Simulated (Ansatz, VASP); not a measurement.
Na in VASP and in Ansatz

The input INCAR:

```
SYSTEM = Na
PREC = Accurate ; ENCUT = 520
EDIFF = 1E-8 ; ISMEAR = -1
SIGMA = 0.05 ; LREAL = .False.
LASPH = .True. ; NELM = 100
ALGO = Normal ; ISIF = 2
LWAVE = .False. ; LCHARG = .False.
GGA = PS ; LEFG = .True.
NBANDS = 10
```

KPOINTS

```
Automatic mesh
0
Gamma
  12 12 12
  0 0 0
```

File POSCAR:

```
Na
1.0
   -2.0751500000      2.1175000000      2.1175000000
    2.1175000000     -2.0751500000      2.1175000000
    2.1175000000      2.1175000000     -2.0751500000
Na
1
Direct
    0.0000000000      0.0000000000      0.0000000000
```

Input for Ansatz:

```yaml
crystal:
  lattice:
    - [-2.07515, 2.1175, 2.1175]
    - [2.1175, -2.07515, 2.1175]
    - [2.1175, 2.1175, -2.07515]
  atoms:
    - { symbol: Na, position: [0.0, 0.0, 0.0] }
kpoints:
  mp_grid: { grid: [12, 12, 12] }
scf:
  occupations: { method: fermi_dirac, width: 0.05 }
hamiltonian:
  xc: pbesol
  pseudopotentials: { kind: all_electron, datasets: crystal }
output:
  forces: true
  stress: true
  eigenvalues: true
  efg: { contact_densities: true }
```

Change from the starting cell: equal xy, yz and zx shear strains of +2 %, crystal datasets.

Alike in both runs: task electric field gradients; functional PBEsol; k mesh 12 × 12 × 12; occupations fermi-dirac, width 0.05 eV; no spin polarisation.

```csv
,VASP,Ansatz
version,VASP 6.6.1,Ansatz 0.2.0
potentials or method,"VASP PAW PBE potentials, release 64 (Na_pv), cutoff 520 eV","all-electron PAW with datasets made for the crystal, scalar-relativistic"
```

|  | VASP | Ansatz | Ansatz less VASP |
| --- | --- | --- | --- |
| pressure (GPa) | -0.3 | -0.3 | 0.00 |
| traceless stress, the component that is largest in VASP (GPa) | -0.08 | -0.08 | +0.001 |
| size of Vzz on the site where it differs most (V/Å²) | 0.4 | 0.4 | -0.01 |

VASP's potentials were made for PBE, not for PBEsol. Ansatz ran all-electron here, and VASP with PAW potentials.
